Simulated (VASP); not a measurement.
# SiC (F-43m) in VASP: a series of runs

SiC is run at these levels: PBE; tasks: single point.

All numbers are computed with VASP 6.6.1; they aren't measurements. Logs are shortened: lines on timing, memory, paths and dates and some standing lists are left out, and cuts for length are marked.

## Step 1: The cell of the first run

Symmetry: F-43m, No. 216, cubic system. Conventional cell: a = 4.379 Å, b = 4.379 Å, c = 4.379 Å, α = 90.00°, β = 90.00°, γ = 90.00°. C (site symmetry -43m) has 4 Si at 1.90 Å within 2.5 Å. Si (site symmetry -43m) has 4 C at 1.90 Å within 2.5 Å.

## Step 2: Single point, PBE

The input, INCAR:

```
SYSTEM = SiC
PREC = Accurate
ENCUT = 600
EDIFF = 1E-6
ISMEAR = 0
SIGMA = 0.05
LREAL = .FALSE.
LASPH = .TRUE.
NELM = 120
ALGO = Normal
ISIF = 2
LWAVE = .FALSE.
LCHARG = .FALSE.
GGA = PE
NBANDS = 11
GGA_COMPAT = .FALSE.
```

The input, KPOINTS:

```
regular mesh
0
G
  6 6 6
  0 0 0
```

The input, POSCAR:

```
SiC
1.0
    0.0000000000      2.1897455730      2.1897455730
    2.1897455730      0.0000000000      2.1897455730
    2.1897455730      2.1897455730      0.0000000000
C Si
1 1
Direct
    0.0000000000      0.0000000000      0.0000000000
    0.2500000000      0.2500000000      0.2500000000
```

Potentials or basis: VASP PAW PBE potentials, release 64 (C, Si).

Started as:

```
$ cat potpaw_PBE.64/C/POTCAR potpaw_PBE.64/Si/POTCAR > POTCAR
$ mpirun -np 1 vasp_std > vasp.out
```

OUTCAR:

```text
SYSTEM = SiC
   PREC = Accurate
   ENCUT = 600
   EDIFF = 1E-6
   ISMEAR = 0
   LREAL = .FALSE.
   LASPH = .TRUE.
   NELM = 120
   ISIF = 2
   GGA = PE

 ion  position               nearest neighbor table
   1  0.000  0.000  0.000-   2 1.90   2 1.90   2 1.90   2 1.90
   2  0.250  0.250  0.250-   1 1.90   1 1.90   1 1.90   1 1.90

  LATTYP: Found a face centered cubic cell.
 ALAT       =     4.3794911460

  Lattice vectors:

 A1 = (   0.0000000000,   2.1897455730,   2.1897455730)
 A2 = (   2.1897455730,   0.0000000000,   2.1897455730)
 A3 = (   2.1897455730,   2.1897455730,   0.0000000000)

Analysis of symmetry for initial positions (statically):
=====================================================================
 Subroutine PRICEL returns:
 Original cell was already a primitive cell.

 Routine SETGRP: Setting up the symmetry group for a
 face centered cubic supercell.

 Subroutine GETGRP returns: Found 24 space group operations
 (whereof 24 operations were pure point group operations)
 out of a pool of 48 trial point group operations.

The static configuration has the point symmetry T_d .

Analysis of symmetry for dynamics (positions and initial velocities):
=====================================================================
 Subroutine PRICEL returns:
 Original cell was already a primitive cell.

 Routine SETGRP: Setting up the symmetry group for a
 face centered cubic supercell.

 Subroutine GETGRP returns: Found 24 space group operations
 (whereof 24 operations were pure point group operations)
 out of a pool of 48 trial point group operations.

The dynamic configuration has the point symmetry T_d .

 Subroutine INISYM returns: Found 24 space group operations
 (whereof 24 operations are pure point group operations),
 and found     1 'primitive' translations

----------------------------------------------------------------------------------------

                                     Primitive cell

  volume of cell :      20.9996

  direct lattice vectors                    reciprocal lattice vectors
     0.000000000  2.189745573  2.189745573    -0.228337030  0.228337030  0.228337030
     2.189745573  0.000000000  2.189745573     0.228337030 -0.228337030  0.228337030
     2.189745573  2.189745573  0.000000000     0.228337030  0.228337030 -0.228337030

  length of vectors
     3.096767887  3.096767887  3.096767887     0.395491337  0.395491337  0.395491337

  position of ions in fractional coordinates (direct lattice)
     0.000000000  0.000000000  0.000000000
     0.250000000  0.250000000  0.250000000

  ion indices of the primitive-cell ions
   primitive index   ion index
                 1           1
                 2           2

----------------------------------------------------------------------------------------

 KPOINTS: regular mesh

Automatic generation of k-mesh.
 Grid dimensions read from file:
 generate k-points for:    6    6    6

 Generating k-lattice:

  Cartesian coordinates                     Fractional coordinates (reciprocal lattice)
    -0.038056172  0.038056172  0.038056172     0.166666667  0.000000000  0.000000000
     0.038056172 -0.038056172  0.038056172     0.000000000  0.166666667  0.000000000
     0.038056172  0.038056172 -0.038056172     0.000000000  0.000000000  0.166666667

  Length of vectors
     0.065915223  0.065915223  0.065915223

  Shift w.r.t. Gamma in fractional coordinates (k-lattice)
     0.000000000  0.000000000  0.000000000

 Subroutine IBZKPT returns following result:
 ===========================================

 Found     16 irreducible k-points:

 Following reciprocal coordinates:
            Coordinates               Weight
  0.000000  0.000000  0.000000      1.000000
  0.166667  0.000000  0.000000      8.000000
  0.333333  0.000000  0.000000      8.000000
  0.500000  0.000000  0.000000      4.000000
  0.166667  0.166667  0.000000      6.000000
  0.333333  0.166667  0.000000     24.000000
[... 8 lines left out ...]
 -0.333333  0.333333  0.166667     24.000000
 -0.333333  0.500000  0.166667     12.000000
   k-points           NKPTS =     16   k-points in BZ     NKDIM =     16   number of bands    NBANDS=     11
   number of dos      NEDOS =    301   number of ions     NIONS =      2
   total plane-waves  NPLWV =  21952
   dimension x,y,z NGX =    28 NGY =   28 NGZ =   28
   dimension x,y,z NGXF=    56 NGYF=   56 NGZF=   56
   ions per type =               1   1
   NGX,Y,Z   is equivalent  to a cutoff of  15.03, 15.03, 15.03 a.u.
   NGXF,Y,Z  is equivalent  to a cutoff of  30.06, 30.06, 30.06 a.u.
 SYSTEM =  SiC
   PREC   = accura    normal or accurate (medium, high low for compatibility)
   ISTART =      0    job   : 0-new  1-cont  2-samecut
   ICHARG =      2    charge: 1-file 2-atom 10-const
   ISPIN  =      1    spin polarized calculation?
   LNONCOLLINEAR =      F non collinear calculations
   LSORBIT =      F    spin-orbit coupling
   LASPH  =      T    aspherical Exc in radial PAW
   ENCUT  =  600.0 eV  44.10 Ry    6.64 a.u.   6.19  6.19  6.19*2*pi/ulx,y,z
   NELM   =    120;   NELMIN=  2; NELMDL= -5     # of ELM steps
   EDIFF  = 0.1E-05   stopping-criterion for ELM
   LREAL  =      F    real-space projection
[... 7 lines left out ...]
   TEBEG  =    0.0;   TEEND  =   0.0 temperature during run
   PSTRESS=    0.0 pullay stress
   NELECT =       8.0000    total number of electrons
   NUPDOWN=      -1.0000    fix difference up-down
   EMIN   =  10.00;   EMAX   =-10.00  energy-range for DOS
   EFERMI =   0.00;   METHOD = LEGACY
   ISMEAR =     0;   SIGMA  =   0.05  broadening in eV -4-tet -1-fermi 0-gaus
   EFERMI_NEDOS =   21; number of points for ismear=-14 and -15
   IALGO  =     38    algorithm
   IMIX   =      4    mixing-type and parameters
     AMIX     =   0.40;   BMIX     =  1.00
     AMIX_MAG =   1.60;   BMIX_MAG =  1.00
  volume/ion in A,a.u.               =      10.50        70.86
  Fermi-wavevector in a.u.,A,eV,Ry     =   1.186773  2.242677 19.162872  1.408431
  Thomas-Fermi vector in A             =   2.322939
   LORBIT       =      0    0 simple, 1 ext, 2 COOP (PROOUT), +10 PAW based schemes
   GGA     = PE    functional components
   LHFCALC =     F    Hartree Fock is set to
   AEXX    =    0.0000 exact exchange contribution
   IVDW    =     0    specifies the selected vdW correction
   LEPSILON=     F    determine dielectric tensor
   LRPA    =     F    only Hartree local field effects (RPA)
 non-spin polarized calculation
 Gauss-broadening in eV      SIGMA  =   0.05
  energy-cutoff  :      600.00
  volume of cell :       21.00
 maximum number of plane-waves:       725
 NGX is ok and might be reduce to    28
   NGX = 13   NGY = 13   NGZ = 13

 number of electron       8.0000000 magnetization

 Free energy of the ion-electron system (eV)
  ---------------------------------------------------
  ext. energy  EPLUGINS =         0.00000000
  ---------------------------------------------------
  free energy    TOTEN  =       -15.05159868 eV

  energy without entropy =      -15.05159868  energy(sigma->0) =      -15.05159868

 E-fermi :   8.1923     XC(G=0): -11.2898

 val. band max:        7.9489933825   @ k =   0.0000   0.0000   0.0000
 cond. band min:       9.3138779677   @ k =   0.5000   0.5000   0.0000
 fundamental gap:      1.3648845852
 Fermi energy:         8.1922578379

 k-point     1 :       0.0000    0.0000    0.0000
  band No.  band energies     occupation
      1      -7.3421      2.00000
      2       7.9490      2.00000
      3       7.9490      2.00000
      4       7.9490      2.00000
      5      14.0084      0.00000
      6      15.1488      0.00000
      7      15.1488      0.00000
      8      15.1488      0.00000
      9      22.3641      0.00000
     10      22.3641      0.00000
     11      24.1965      0.00000

 k-point     2 :       0.1667    0.0000    0.0000
  band No.  band energies     occupation
      1      -6.8091      2.00000
      2       5.5872      2.00000
      3       7.6200      2.00000
      4       7.6200      2.00000
      5      14.1546      0.00000
      6      15.6653      0.00000
      7      15.6653      0.00000
      8      16.1632      0.00000
      9      20.8493      0.00000
     10      20.8493      0.00000
     11      23.4929      0.00000

 k-point     3 :       0.3333    0.0000    0.0000
  band No.  band energies     occupation
      1      -5.3021      2.00000
      2       1.8177      2.00000
      3       7.1078      2.00000
      4       7.1078      2.00000
      5      13.5003      0.00000
      6      15.5123      0.00000
      7      15.5123      0.00000
      8      17.7572      0.00000
      9      22.1186      0.00000
     10      22.1186      0.00000
     11      23.0544      0.00000

 k-point     4 :       0.5000    0.0000    0.0000
  band No.  band energies     occupation
      1      -3.8289      2.00000
      2      -0.5087      2.00000
      3       6.8999      2.00000
      4       6.8999      2.00000
      5      13.2462      0.00000
      6      15.1106      0.00000
      7      15.1106      0.00000
      8      17.9186      0.00000
      9      23.9680      0.00000
     10      25.0235      0.00000
     11      25.0235      0.00000
[... 127 lines left out ...]
 k-point    14 :       0.5000    0.3333    0.1667
  band No.  band energies     occupation
      1      -4.0354      2.00000
      2       2.0199      2.00000
      3       3.8866      2.00000
      4       5.5519      2.00000
      5      12.8139      0.00000
      6      15.6042      0.00000
      7      16.4078      0.00000
      8      19.4870      0.00000
      9      21.1157      0.00000
     10      24.5928      0.00000
     11      28.3388      0.00000

 k-point    15 :      -0.3333    0.3333    0.1667
  band No.  band energies     occupation
      1      -2.7591      2.00000
      2       0.6242      2.00000
      3       3.2761      2.00000
      4       4.8621      2.00000
      5      13.0429      0.00000
      6      15.7303      0.00000
      7      18.1113      0.00000
      8      19.1490      0.00000
      9      20.6865      0.00000
     10      24.2710      0.00000
     11      28.8648      0.00000

 k-point    16 :      -0.3333    0.5000    0.1667
  band No.  band energies     occupation
      1      -2.2280      2.00000
      2       0.6916      2.00000
      3       3.4940      2.00000
      4       3.6163      2.00000
      5      11.9226      0.00000
      6      14.9518      0.00000
      7      18.6496      0.00000
      8      20.0082      0.00000
      9      21.9527      0.00000
     10      25.5109      0.00000
     11      28.8276      0.00000

------------------------ aborting loop because EDIFF is reached ----------------------------------------

  FORCE on cell =-STRESS in cart. coord.  units (eV):
  Direction    XX          YY          ZZ          XY          YZ          ZX
  --------------------------------------------------------------------------------------
  -------------------------------------------------------------------------------------
  Total       -0.0143882     -0.0143882     -0.0143882      0.0000000      0.0000000      0.0000000
  in kB       -1.0977594     -1.0977594     -1.0977594      0.0000000      0.0000000      0.0000000
  external PRESSURE =      -1.0977594 kB  Pullay stress =       0.0000000 kB

 VOLUME and BASIS-vectors are now :
 -----------------------------------------------------------------------------
  energy-cutoff  :      600.00
  volume of cell :       21.00
      direct lattice vectors                 reciprocal lattice vectors
     0.000000000  2.189745573  2.189745573    -0.228337030  0.228337030  0.228337030
     2.189745573  0.000000000  2.189745573     0.228337030 -0.228337030  0.228337030
     2.189745573  2.189745573  0.000000000     0.228337030  0.228337030 -0.228337030

 POSITION                                       TOTAL-FORCE (eV/Angst)
 -----------------------------------------------------------------------------------
      0.00000      0.00000      0.00000         0.000000     -0.000000     -0.000000
      1.09487      1.09487      1.09487        -0.000000      0.000000      0.000000
 -----------------------------------------------------------------------------------
    total drift:                                0.000000      0.000000      0.000000

  FREE ENERGIE OF THE ION-ELECTRON SYSTEM (eV)
  ---------------------------------------------------
  free  energy   TOTEN  =       -15.0515986805 eV

  energy  without entropy=      -15.0515986805  energy(sigma->0) =      -15.05159868
```

Wall time 3.9 s (1 thread of Intel Xeon 6975P-C (Granite Rapids), shared host); peak memory 0.14 GiB.

Results:

- Free energy: -15.0516 eV
- Pressure: -0.1 GPa
- Band gap on the k mesh: 1.36 eV, indirect (least direct gap 4.52 eV)

A k mesh can miss the band edges. Expect the measured gap to be larger: semilocal functionals such as PBE lack the derivative discontinuity.

## Step 3: Single point, PBE

This run uses another cell than the first one, of 12.05 Å³/atom, 1.148 times its volume.

The input, INCAR:

```
SYSTEM = SiC
  ALGO = Normal
  EDIFF = 1E-6
  ENCUT = 600
  GGA = PE
  GGA_COMPAT = .FALSE.
  ISIF = 2
  ISMEAR = 0
  LASPH = .TRUE.
  LCHARG = .FALSE.
  LREAL = .FALSE.
  LWAVE = .FALSE.
  NBANDS = 11
  NELM = 120
  PREC = Accurate
  SIGMA = 0.05
```

The input, KPOINTS:

```
k-points
0
G
  6 6 6
  0 0 0
```

The input, POSCAR:

```
SiC
1.0
    0.0000000000      2.2928561845      2.2928561845
    2.2928561845      0.0000000000      2.2928561845
    2.2928561845      2.2928561845      0.0000000000
C Si
1 1
Direct
    0.0000000000      0.0000000000      0.0000000000
    0.2500000000      0.2500000000      0.2500000000
```

Potentials or basis: VASP PAW PBE potentials, release 64 (C, Si).

Started as:

```
$ cat potpaw_PBE.64/C/POTCAR potpaw_PBE.64/Si/POTCAR > POTCAR
$ mpirun -np 1 vasp_std > vasp.out
```

It took 4.4 s on 1 thread of Intel Xeon 6975P-C (Granite Rapids), shared host; peak memory 0.14 GiB.

It converged, with:

```yaml
Free_energy: -14.8099 eV
Pressure: -22.3 GPa
Band_gap_on_the_k_mesh: 1.48 eV, indirect (least direct gap 4.36 eV)
```

Levels at points of the mesh, in eV from the valence-band top:
```tsv
k point	band 2	band 3	band 4	band 5	band 6	band 7
(0.00, 0.00, 0.00)	0.00	0.00	0.00	4.47	6.32	6.32
(0.50, 0.00, 0.00)	-7.75	-1.01	-1.01	4.11	6.62	6.62
(0.50, 0.50, 0.00)	-7.35	-2.89	-2.89	1.48	3.81	12.31
```

A k mesh can miss the band edges. As with any semilocal functional, this PBE gap is likely too small.

## Step 4: Single point, PBE (volume scaled by 1.000 of the coarse rest volume)

The input, INCAR:

```
SYSTEM = SiC
PREC = Accurate
ENCUT = 600
EDIFF = 1E-6
ISMEAR = 0
SIGMA = 0.02
LREAL = .False.
LASPH = .True.
NELM = 120
ALGO = Normal
ISIF = 2
LWAVE = .False.
LCHARG = .True.
GGA = PE
LELF = .True.
LVHAR = .True.
NBANDS = 11
GGA_COMPAT = .False.
```

The input, KPOINTS:

```
Automatic mesh
0
Gamma
  8 8 8
  0 0 0
```

The input, POSCAR:

```
SiC
1.0
    0.0000000000      2.1897000000      2.1897000000
    2.1897000000      0.0000000000      2.1897000000
    2.1897000000      2.1897000000      0.0000000000
C Si
1 1
Direct
    0.0000000000      0.0000000000      0.0000000000
    0.2500000000      0.2500000000      0.2500000000
```

Started as:

```
$ cat potpaw_PBE.64/C/POTCAR potpaw_PBE.64/Si/POTCAR > POTCAR
$ mpirun -np 1 vasp_std > vasp.out
```

Run time: 5.8 s. Hardware: 1 thread of Intel Xeon 6975P-C (Granite Rapids), shared host; peak memory 0.15 GiB.

Results (log left out):

* Free energy: -15.0612 eV
* Pressure: -0.1 GPa
* Band gap on the k mesh: 1.37 eV, indirect (least direct gap 4.53 eV)

Levels at points of the mesh, in eV from the valence-band top:
```tsv
k point	band 2	band 3	band 4	band 5	band 6	band 7
(0.00, 0.00, 0.00)	0.00	0.00	0.00	6.06	7.21	7.21
(0.50, 0.00, 0.00)	-8.45	-1.05	-1.05	5.30	7.17	7.17
(0.50, 0.50, 0.00)	-7.75	-3.16	-3.16	1.37	4.27	13.86
```

Caveat: the cell differs from its parent crystal (volume scaled by 1.000 of the coarse rest volume).

## Step 5: The runs side by side

| cell | k mesh | smearing | gap on the mesh (eV) | pressure (GPa) |
| --- | --- | --- | --- | --- |
| a = 3.097 Å, angles 60.0°, 2 atoms | 6 × 6 × 6 | gaussian 0.05 eV | 1.36 | -0.1 |
| a = 3.243 Å, angles 60.0°, 2 atoms | 6 × 6 × 6 | gaussian 0.05 eV | 1.48 | -22.3 |
| a = 3.097 Å, angles 60.0°, 2 atoms | 8 × 8 × 8 | gaussian 0.02 eV | 1.37 | -0.1 |

Alike in all rows: task single point; level PBE; potentials or basis VASP PAW PBE potentials, release 64 (C, Si); no spin polarisation; cutoff (eV) 600.

Absolute energies hang on the potentials; compare differences alone.
